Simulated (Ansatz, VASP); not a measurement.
## Two plane-wave programs on Ir

INCAR

```
SYSTEM = Ir
  PREC = Accurate
  ENCUT = 500
  EDIFF = 1E-6
  ISMEAR = 0
  SIGMA = 0.1
  LREAL = .False.
  LASPH = .True.
  NELM = 120
  ALGO = Normal
  ISIF = 2
  LWAVE = .False.
  LCHARG = .False.
  GGA = PE
  NBANDS = 10
  GGA_COMPAT = .False.
```

File KPOINTS:

```
Automatic mesh
0
Gamma
  8 8 8
  0 0 0
```

POSCAR

```
Ir
1.0
    0.0000000000      1.9269646676      1.9269646676
    1.9269646676      0.0000000000      1.9269646676
    1.9269646676      1.9269646676      0.0000000000
Ir
1
Direct
    0.0000000000      0.0000000000      0.0000000000
```

Input for Ansatz:

```yaml
crystal:
  lattice:
    - [0.0, 1.9269646676, 1.9269646676]
    - [1.9269646676, 0.0, 1.9269646676]
    - [1.9269646676, 1.9269646676, 0.0]
  atoms:
    - { symbol: Ir, position: [0.0, 0.0, 0.0] }
basis:
  ecutwfc: 420
kpoints:
  mp_grid: { grid: [8, 8, 8] }
hamiltonian:
  xc: pbe
scf:
  occupations: { method: gaussian, width: 0.1 }
output:
  forces: true
  stress: true
  eigenvalues: true
```

Alike in both runs: task single point; functional PBE; k mesh 8 × 8 × 8; occupations gaussian, width 0.1 eV; no spin polarisation.

|  | VASP | Ansatz |
| --- | --- | --- |
| version | VASP 6.6.1 | Ansatz 0.2.0 |
| potentials or method | VASP PAW PBE potentials, release 64 (Ir), cutoff 500 eV | scalar-relativistic, plane waves, PAW |
| valence electrons in the cell | 9 | 17 |

Ansatz gave:

- gap on the k mesh at the Fermi level (eV): none
- pressure (GPa): 6.1

Question: Estimate VASP's values.

Answer: gap on the k mesh at the Fermi level (eV): none; pressure (GPa): 6.6.

A gap of «none» marks a metal or a gap that the smearing closes. The functional is the same, so the differences come from potentials, cutoffs and numerics. VASP's potentials hold 9 valence electrons a cell and Ansatz's 17, so a difference there can come from the potentials and not from the codes.

Neither program's run includes spin-orbit coupling.
